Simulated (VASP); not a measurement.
Wanted: the native input for a VASP 6.6.1 run.

| Property | Result |
| --- | --- |
| Task | single point |
| Functional | PBE |
| Potentials or basis | VASP PAW PBE potentials, release 64 (Ru_pv, N) |
| Cutoff | 520 eV |
| k mesh | 8 × 8 × 8 |
| Occupations | gaussian, width 0.1 eV |
| Spin | no spin polarisation |
| Dipole correction | no |
| Further INCAR settings | ALGO = Normal; EDIFF = 1e-07; NBANDS = 38 |

The structure of Ru4N lies in POSCAR:

```
Ru4N
1.0
    4.5760460446      0.0000000000      0.0000000000
    0.0000000000      4.5760460446      0.0000000000
    0.0000000000      0.0000000000      4.5760460446
Ru N
4 1
Direct
    0.5000000000      0.5000000000      0.5000000000
    0.0000000000      0.5000000000      0.5000000000
    0.5000000000      0.0000000000      0.5000000000
    0.5000000000      0.5000000000      0.0000000000
    0.0000000000      0.0000000000      0.0000000000
```

The cell was built from a structure type or drawn by symmetry, and may not be a known phase.

These files were run (other wordings do the same):

INCAR

```
PREC = Accurate ; ENCUT = 520
EDIFF = 1E-7 ; ISMEAR = 0
SIGMA = 0.1 ; LREAL = F
LASPH = T ; NELM = 60
ALGO = Normal ; ISIF = 2
LWAVE = F ; LCHARG = F
GGA = PE ; NBANDS = 38
```

KPOINTS

```
Automatic mesh
0
Gamma
  8 8 8
```

Potentials or basis: VASP PAW PBE potentials, release 64 (Ru_pv, N).

Run with:

```console
$ cat potpaw_PBE.64/Ru_pv/POTCAR potpaw_PBE.64/N/POTCAR > POTCAR
$ mpirun -np 1 vasp_std > vasp.out
```

It gave:

```json
{
  "Pressure": "0.2 GPa",
  "Band gap on the k mesh": "zero (an odd number of electrons rules out a gap without spin polarisation)"
}
```

Wall time 2.2 min on 1 thread of Intel(R) Xeon(R) Platinum 8488C (Sapphire Rapids), on a shared host, peak memory 0.25 GiB.
